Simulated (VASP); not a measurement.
A run of VASP 6.6.1 is set up as follows.

File POSCAR:

```
Se
1.0
    4.3551700000      0.0000000000      0.0000000000
   -2.1775850000      3.7716878578      0.0000000000
    0.0000000000      0.0000000000      4.9494500000
Se
3
Direct
    0.7830000000      0.7830000000      0.5000000000
    0.0000000000      0.2170000000      0.8333333333
    0.2170000000      0.0000000000      0.1666666667
```

INCAR.step1

```
  PREC = Accurate
  ENCUT = 520
  EDIFF = 1E-5
  ISMEAR = -1
  SIGMA = 0.05
  LREAL = F
  LASPH = T
  NELM = 60
  ALGO = Normal
  ISIF = 2
  LWAVE = T
  LCHARG = F
  GGA = PE
  NBANDS = 16
```

INCAR.step2

```
  PREC = Accurate
  ENCUT = 520
  EDIFF = 1E-6
  ISMEAR = -1
  SIGMA = 0.05
  LREAL = F
  LASPH = T
  NELM = 60
  ALGO = Normal
  ISIF = 2
  LWAVE = F
  LCHARG = F
  GGA = PE
  LHFCALC = T
  AEXX = 0.25
  HFSCREEN = 0.4
  PRECFOCK = Normal
  ISTART = 1
  NBANDS = 16
```

Contents of KPOINTS:

```
Automatic mesh
0
Gamma
  4 4 3
```

Potentials or basis: VASP PAW PBE potentials, release 64 (Se).

The run is started by

```console
$ cat potpaw_PBE.64/Se/POTCAR > POTCAR
$ cp INCAR.step1 INCAR
$ mpirun -np 1 vasp_std > vasp.out
$ cp INCAR.step2 INCAR
$ mpirun -np 1 vasp_std > vasp.out
```

Question: Predict the band gap on the k mesh.

Answer: 2.23 eV (least direct gap 2.51 eV).

Question: What does it give for the pressure?

Answer: 3.7 GPa.

Question: Estimate the largest force.

Answer: 0.688 eV/Å.

Forces in eV/Å, atoms in the order of the input:
```
Se  -0.344 -0.596  0.000
Se  -0.344  0.596  0.000
Se   0.688  0.000  0.000
```

Caveat: the k points lie up to 0.42 Å⁻¹ apart; the PAW data sets were made with another functional, which shifts forces and pressure a little. A k mesh can miss the band edges.
